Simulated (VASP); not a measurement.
# Yb (Im-3m) in VASP: a series of runs, part 2 of 2

VASP 6.6.1. The steps go on from the part before.

## 3. Single point, PBEsol (volume scaled by 0.98)

The input, INCAR:

```
PREC     = Accurate       # precision mode
ENCUT    = 520            # plane-wave cutoff, eV
EDIFF    = 1E-7           # SCF threshold, eV
ISMEAR   = -1             # smearing method
SIGMA    = 0.05           # smearing width, eV
LREAL    = False          # projectors in reciprocal space
LASPH    = True           # aspherical terms in the spheres
NELM     = 100            # most SCF steps
ALGO     = Normal         # electronic algorithm
ISIF     = 2              # what is computed and relaxed
LWAVE    = False          # write WAVECAR
LCHARG   = False          # write CHGCAR
GGA      = PS             # functional
NBANDS   = 18             # bands
```

The input, KPOINTS:

```
Automatic mesh
0
Gamma
  12 12 12
```

The input, POSCAR:

```
Yb
1.0
   -2.1370430817      2.1370430817      2.1370430817
    2.1370430817     -2.1370430817      2.1370430817
    2.1370430817      2.1370430817     -2.1370430817
Yb
1
Direct
    0.0000000000      0.0000000000      0.0000000000
```

Potentials or basis: VASP PAW PBE potentials, release 64 (Yb).

Launch:

```sh
$ cat potpaw_PBE.64/Yb/POTCAR > POTCAR
$ mpirun -np 1 vasp_std > vasp.out
```

OUTCAR:

```text
PREC = Accurate
   ENCUT = 520
   EDIFF = 1E-7
   ISMEAR = -1
   LREAL = False
   LASPH = True
   NELM = 100
   ISIF = 2
   GGA = PS

 ion  position               nearest neighbor table
   1  0.000  0.000  0.000-

  LATTYP: Found a body centered cubic cell.
 ALAT       =     4.2740861634

  Lattice vectors:

 A1 = (  -2.1370430817,   2.1370430817,   2.1370430817)
 A2 = (   2.1370430817,  -2.1370430817,   2.1370430817)
 A3 = (   2.1370430817,   2.1370430817,  -2.1370430817)

Analysis of symmetry for initial positions (statically):
=====================================================================
 Subroutine PRICEL returns:
 Original cell was already a primitive cell.

 Routine SETGRP: Setting up the symmetry group for a
 body centered cubic supercell.

 Subroutine GETGRP returns: Found 48 space group operations
 (whereof 48 operations were pure point group operations)
 out of a pool of 48 trial point group operations.

The static configuration has the point symmetry O_h .

Analysis of symmetry for dynamics (positions and initial velocities):
=====================================================================
 Subroutine PRICEL returns:
 Original cell was already a primitive cell.

 Routine SETGRP: Setting up the symmetry group for a
 body centered cubic supercell.

 Subroutine GETGRP returns: Found 48 space group operations
 (whereof 48 operations were pure point group operations)
 out of a pool of 48 trial point group operations.

The dynamic configuration has the point symmetry O_h .

 Subroutine INISYM returns: Found 48 space group operations
 (whereof 48 operations are pure point group operations),
 and found     1 'primitive' translations

----------------------------------------------------------------------------------------

                                     Primitive cell

  volume of cell :      39.0391

  direct lattice vectors                    reciprocal lattice vectors
    -2.137043082  2.137043082  2.137043082     0.000000000  0.233968142  0.233968142
     2.137043082 -2.137043082  2.137043082     0.233968142  0.000000000  0.233968142
     2.137043082  2.137043082 -2.137043082     0.233968142  0.233968142  0.000000000

  length of vectors
     3.701467195  3.701467195  3.701467195     0.330880920  0.330880920  0.330880920

  position of ions in fractional coordinates (direct lattice)
     0.000000000  0.000000000  0.000000000

  ion indices of the primitive-cell ions
   primitive index   ion index
                 1           1

----------------------------------------------------------------------------------------

 KPOINTS: Automatic mesh

Automatic generation of k-mesh.
 Grid dimensions read from file:
 generate k-points for:   12   12   12

 Generating k-lattice:

  Cartesian coordinates                     Fractional coordinates (reciprocal lattice)
     0.000000000  0.019497345  0.019497345     0.083333333  0.000000000  0.000000000
     0.019497345  0.000000000  0.019497345     0.000000000  0.083333333  0.000000000
     0.019497345  0.019497345  0.000000000     0.000000000  0.000000000  0.083333333

  Length of vectors
     0.027573410  0.027573410  0.027573410

  Shift w.r.t. Gamma in fractional coordinates (k-lattice)
     0.000000000  0.000000000  0.000000000

 Subroutine IBZKPT returns following result:
 ===========================================

 Found     72 irreducible k-points:

 Following reciprocal coordinates:
            Coordinates               Weight
  0.000000  0.000000  0.000000      1.000000
  0.083333  0.000000  0.000000     12.000000
  0.166667  0.000000  0.000000     12.000000
  0.250000  0.000000  0.000000     12.000000
  0.333333  0.000000  0.000000     12.000000
  0.416667  0.000000  0.000000     12.000000
[... 16 lines left out ...]
  0.333333  0.083333  0.083333     24.000000
  0.416667  0.083333  0.083333     12.000000
 [... further k-points ...]
   k-points           NKPTS =     72   k-points in BZ     NKDIM =     72   number of bands    NBANDS=     18
   number of dos      NEDOS =    301   number of ions     NIONS =      1
   total plane-waves  NPLWV =  21952
   dimension x,y,z NGX =    28 NGY =   28 NGZ =   28
   dimension x,y,z NGXF=    56 NGYF=   56 NGZF=   56
   ions per type =               1
   NGX,Y,Z   is equivalent  to a cutoff of  12.58, 12.58, 12.58 a.u.
   NGXF,Y,Z  is equivalent  to a cutoff of  25.15, 25.15, 25.15 a.u.
 SYSTEM =  unknown system
   PREC   = accura    normal or accurate (medium, high low for compatibility)
   ISTART =      0    job   : 0-new  1-cont  2-samecut
   ICHARG =      2    charge: 1-file 2-atom 10-const
   ISPIN  =      1    spin polarized calculation?
   LNONCOLLINEAR =      F non collinear calculations
   LSORBIT =      F    spin-orbit coupling
   LASPH  =      T    aspherical Exc in radial PAW
   ENCUT  =  520.0 eV  38.22 Ry    6.18 a.u.   6.88  6.88  6.88*2*pi/ulx,y,z
   NELM   =    100;   NELMIN=  2; NELMDL= -5     # of ELM steps
   EDIFF  = 0.1E-06   stopping-criterion for ELM
   LREAL  =      F    real-space projection
   EDIFFG = 0.1E-05   stopping-criterion for IOM
   NSW    =      0    number of steps for IOM
   IBRION =     -1    ionic relax: 0-MD 1-quasi-New 2-CG
   NFREE  =      0    steps in history (QN), initial steepest desc. (CG)
   ISIF   =      2    stress and relaxation
   ISYM   =      2    0-nonsym 1-usesym 2-fastsym
   POTIM  = 0.5000    time-step for ionic-motion
   TEBEG  =    0.0;   TEEND  =   0.0 temperature during run
   PSTRESS=    0.0 pullay stress
   NELECT =      24.0000    total number of electrons
   NUPDOWN=      -1.0000    fix difference up-down
   EMIN   =  10.00;   EMAX   =-10.00  energy-range for DOS
   EFERMI =   0.00;   METHOD = LEGACY
   ISMEAR =    -1;   SIGMA  =   0.05  broadening in eV -4-tet -1-fermi 0-gaus
   EFERMI_NEDOS =   21; number of points for ismear=-14 and -15
   IALGO  =     38    algorithm
   IMIX   =      4    mixing-type and parameters
     AMIX     =   0.40;   BMIX     =  1.00
     AMIX_MAG =   1.60;   BMIX_MAG =  1.00
  volume/ion in A,a.u.               =      39.04       263.45
  Fermi-wavevector in a.u.,A,eV,Ry     =   1.392019  2.630535 26.364256  1.937718
  Thomas-Fermi vector in A             =   2.515803
   LORBIT       =      0    0 simple, 1 ext, 2 COOP (PROOUT), +10 PAW based schemes
   GGA     = PS    functional components
   LHFCALC =     F    Hartree Fock is set to
   AEXX    =    0.0000 exact exchange contribution
   IVDW    =     0    specifies the selected vdW correction
   LEPSILON=     F    determine dielectric tensor
   LRPA    =     F    only Hartree local field effects (RPA)
 non-spin polarized calculation
  energy-cutoff  :      520.00
  volume of cell :       39.04
 maximum number of plane-waves:      1088
   NGX = 13   NGY = 13   NGZ = 13

 number of electron      24.0000013 magnetization

 Free energy of the ion-electron system (eV)
  ---------------------------------------------------
  ext. energy  EPLUGINS =         0.00000000
  ---------------------------------------------------
  free energy    TOTEN  =        -3.84914883 eV

  energy without entropy =       -3.83534113  energy(sigma->0) =       -3.84224498

 E-fermi :   1.1975     XC(G=0):  -9.2013

 val. band max:        1.1672116005   @ k =  -0.4167   0.5000   0.3333
 cond. band min:       1.2088243091   @ k =  -0.4167  -0.4167   0.1667
 fundamental gap:      0.0416127086
 Fermi energy:         1.1974954464

 k-point     1 :       0.0000    0.0000    0.0000
  band No.  band energies     occupation
      1     -50.6003      2.00000
      2     -22.8205      2.00000
      3     -22.8205      2.00000
      4     -22.8205      2.00000
      5      -3.7792      2.00000
      6       0.7847      1.99948
[... 10 lines left out ...]
     17       5.7662      0.00000
     18      11.5512      0.00000

 k-point     2 :       0.0833    0.0000    0.0000
  band No.  band energies     occupation
      1     -50.5995      2.00000
      2     -22.8385      2.00000
      3     -22.8264      2.00000
      4     -22.8205      2.00000
      5      -3.6222      2.00000
      6       0.7856      1.99947
[... 10 lines left out ...]
     17       5.7651      0.00000
     18      11.7118      0.00000
[... 442 lines left out ...]
 k-point    24 :       0.4167    0.0833    0.0833
  band No.  band energies     occupation
      1     -50.5879      2.00000
      2     -23.0620      2.00000
      3     -22.9181      2.00000
      4     -22.8371      2.00000
      5      -0.0846      2.00000
      6       0.7958      1.99935
[... 10 lines left out ...]
     17       7.4923      0.00000
     18       8.3505      0.00000

 [... further k-points ...]

------------------------ aborting loop because EDIFF is reached ----------------------------------------

  FORCE on cell =-STRESS in cart. coord.  units (eV):
  Direction    XX          YY          ZZ          XY          YZ          ZX
  --------------------------------------------------------------------------------------
  -------------------------------------------------------------------------------------
  Total       -1.1200735     -1.1200735     -1.1200735      0.0000000      0.0000000     -0.0000000
  in kB      -45.9681772    -45.9681772    -45.9681772      0.0000000      0.0000000     -0.0000000
  external PRESSURE =     -45.9681772 kB  Pullay stress =       0.0000000 kB

 VOLUME and BASIS-vectors are now :
 -----------------------------------------------------------------------------
  energy-cutoff  :      520.00
  volume of cell :       39.04
      direct lattice vectors                 reciprocal lattice vectors
    -2.137043082  2.137043082  2.137043082     0.000000000  0.233968142  0.233968142
     2.137043082 -2.137043082  2.137043082     0.233968142  0.000000000  0.233968142
     2.137043082  2.137043082 -2.137043082     0.233968142  0.233968142  0.000000000

 POSITION                                       TOTAL-FORCE (eV/Angst)
 -----------------------------------------------------------------------------------
      0.00000      0.00000      0.00000        -0.000000      0.000000      0.000000
 -----------------------------------------------------------------------------------
    total drift:                                0.000000      0.000000      0.000000

  FREE ENERGIE OF THE ION-ELECTRON SYSTEM (eV)
  ---------------------------------------------------
  free  energy   TOTEN  =        -3.8491488265 eV

  energy  without entropy=       -3.8353411324  energy(sigma->0) =       -3.84224498
```

Wall time 2.2 min (1 thread of AMD EPYC 7R13, shared host); peak memory 0.18 GiB.

Results:

```yaml
Free_energy: -3.8491 eV
Pressure: -4.6 GPa
Band_gap_on_the_k_mesh: zero (band 12 reaches 1.55 eV, above the bottom of band 13 at 0.90 eV)
```

Caveat: the PAW data sets were made with another functional, which shifts forces and pressure a little; spin-orbit coupling is left out, which moves the levels of the heavy elements.

## 4. Single point, PBEsol (volume scaled by 1.02)

The input, INCAR:

```
  ALGO = Normal
  EDIFF = 1E-6
  ENCUT = 520
  GGA = PS
  ISIF = 2
  ISMEAR = -1
  LASPH = T
  LCHARG = F
  LREAL = F
  LWAVE = F
  NBANDS = 18
  NELM = 100
  PREC = Accurate
  SIGMA = 0.05
```

The input, KPOINTS:

```
k-points
0
Gamma
  12 12 12
```

The input, POSCAR:

```
Yb
1.0
   -2.1657316470      2.1657316470      2.1657316470
    2.1657316470     -2.1657316470      2.1657316470
    2.1657316470      2.1657316470     -2.1657316470
Yb
1
Direct
    0.0000000000      0.0000000000      0.0000000000
```

Launch:

```sh
$ cat potpaw_PBE.64/Yb/POTCAR > POTCAR
$ mpirun -np 1 vasp_std > vasp.out
```

Run time: 3.4 min. Hardware: 1 thread of AMD EPYC 7R13, shared host; peak memory 0.18 GiB.

The run converged. Its results:

* Free energy: -3.8132 eV
* Pressure: -5.0 GPa
* Band gap on the k mesh: zero (band 12 reaches 1.43 eV, above the bottom of band 13 at 0.79 eV)

Levels at points of the mesh, in eV from the Fermi level:
| k point | band 8 | band 9 | band 10 | band 11 | band 12 | band 13 | band 14 | band 15 | band 16 | band 17 |
| --- | --- | --- | --- | --- | --- | --- | --- | --- | --- | --- |
| (0.00, 0.00, 0.00) | -0.41 | -0.30 | -0.30 | -0.30 | -0.28 | 2.74 | 2.74 | 2.74 | 4.46 | 4.46 |
| (0.50, 0.00, 0.00) | -0.37 | -0.33 | -0.33 | -0.31 | -0.29 | 0.35 | 1.31 | 4.10 | 5.08 | 6.67 |
| (0.50, 0.50, 0.50) | -0.37 | -0.30 | -0.30 | -0.30 | -0.30 | -0.30 | 4.49 | 4.49 | 4.49 | 6.14 |

Caveat: the PAW data sets were made with another functional, which shifts forces and pressure a little; spin-orbit coupling is left out, which moves the levels of the heavy elements.

## 5. Single point, PBEsol (volume scaled by 1.06)

The input, INCAR:

```
PREC = Accurate
ENCUT = 520
EDIFF = 1E-6
ISMEAR = -1
SIGMA = 0.05
LREAL = False
LASPH = True
NELM = 100
ALGO = Normal
ISIF = 2
LWAVE = False
LCHARG = False
GGA = PS
NBANDS = 18
```

The input, KPOINTS:

```
Automatic mesh
0
Gamma
  12 12 12
```

The input, POSCAR:

```
Yb
1.0
   -2.1936796540      2.1936796540      2.1936796540
    2.1936796540     -2.1936796540      2.1936796540
    2.1936796540      2.1936796540     -2.1936796540
Yb
1
Direct
    0.0000000000      0.0000000000      0.0000000000
```

Potentials or basis: VASP PAW PBE potentials, release 64 (Yb).

Launch:

```sh
$ cat potpaw_PBE.64/Yb/POTCAR > POTCAR
$ mpirun -np 1 vasp_std > vasp.out
```

OUTCAR:

```text
PREC = Accurate
   ENCUT = 520
   EDIFF = 1E-6
   ISMEAR = -1
   LREAL = False
   LASPH = True
   NELM = 100
   ISIF = 2
   GGA = PS

 ion  position               nearest neighbor table
   1  0.000  0.000  0.000-

  LATTYP: Found a body centered cubic cell.
 ALAT       =     4.3873593080

  Lattice vectors:

 A1 = (  -2.1936796540,   2.1936796540,   2.1936796540)
 A2 = (   2.1936796540,  -2.1936796540,   2.1936796540)
[... 670 lines left out ...]
      6       0.5946      1.99933
[... 10 lines left out ...]
     17       6.7714      0.00000
     18       7.6911      0.00000

 [... further k-points ...]

------------------------ aborting loop because EDIFF is reached ----------------------------------------

  FORCE on cell =-STRESS in cart. coord.  units (eV):
  Direction    XX          YY          ZZ          XY          YZ          ZX
  --------------------------------------------------------------------------------------
  -------------------------------------------------------------------------------------
  Total       -1.3520295     -1.3520295     -1.3520295     -0.0000000      0.0000000     -0.0000000
  in kB      -51.2999721    -51.2999721    -51.2999721     -0.0000000      0.0000000     -0.0000000
  external PRESSURE =     -51.2999721 kB  Pullay stress =       0.0000000 kB

 VOLUME and BASIS-vectors are now :
 -----------------------------------------------------------------------------
  energy-cutoff  :      520.00
  volume of cell :       42.23
      direct lattice vectors                 reciprocal lattice vectors
    -2.193679654  2.193679654  2.193679654     0.000000000  0.227927537  0.227927537
     2.193679654 -2.193679654  2.193679654     0.227927537  0.000000000  0.227927537
     2.193679654  2.193679654 -2.193679654     0.227927537  0.227927537  0.000000000

 POSITION                                       TOTAL-FORCE (eV/Angst)
 -----------------------------------------------------------------------------------
      0.00000      0.00000      0.00000        -0.000000      0.000000     -0.000000
 -----------------------------------------------------------------------------------
    total drift:                                0.000000     -0.000000      0.000000

  FREE ENERGIE OF THE ION-ELECTRON SYSTEM (eV)
  ---------------------------------------------------
  free  energy   TOTEN  =        -3.7745065340 eV

  energy  without entropy=       -3.7602870055  energy(sigma->0) =       -3.76739677
```

stdout:

```text
POSCAR found type information on POSCAR Yb
 POSCAR found :  1 types and       1 ions
 scaLAPACK will be used
 -----------------------------------------------------------------------------
|                                                                             |
|                                                                             |
|     You enforced a specific xc type in the INCAR file but a different       |
|     I HOPE YOU KNOW WHAT YOU ARE DOING!                                     |
|                                                                             |
 -----------------------------------------------------------------------------

 LDA part: xc-table for (Slater+PW92), standard interpolation
 POSCAR, INCAR and KPOINTS ok, starting setup
 FFT: planning ... GRIDC
 FFT: planning ... GRID_SOFT
 FFT: planning ... GRID
 WAVECAR not read
 entering main loop
```

It took 3.3 min on 1 thread of AMD EPYC 7R13, shared host; peak memory 0.18 GiB.

What came out:

```yaml
Free_energy: -3.7745 eV
Pressure: -5.1 GPa
Band_gap_on_the_k_mesh: zero (band 12 reaches 1.32 eV, above the bottom of band 13 at 0.75 eV)
```

Caveat: the PAW data sets were made with another functional, which shifts forces and pressure a little; spin-orbit coupling is left out, which moves the levels of the heavy elements.

## 6. The runs side by side

| level | cell | gap on the mesh (eV) | pressure (GPa) |
| --- | --- | --- | --- |
| revPBE | a = 3.651 Å, angles 109.5°, 1 atom | none | -0.5 |
| PBEsol | a = 3.701 Å, angles 109.5°, 1 atom | none | -4.6 |
| PBEsol | a = 3.751 Å, angles 109.5°, 1 atom | none | -5.0 |
| PBEsol | a = 3.800 Å, angles 109.5°, 1 atom | none | -5.1 |

Alike in all rows: task single point; potentials or basis VASP PAW PBE potentials, release 64 (Yb); no spin polarisation; k mesh 12 × 12 × 12; cutoff (eV) 520; smearing fermi-dirac 0.05 eV.

Caveats: the PAW data sets were made with another functional, which shifts forces and pressure a little; spin-orbit coupling is left out, which moves the levels of the heavy elements.

Absolute energies hang on the potentials; compare differences alone.
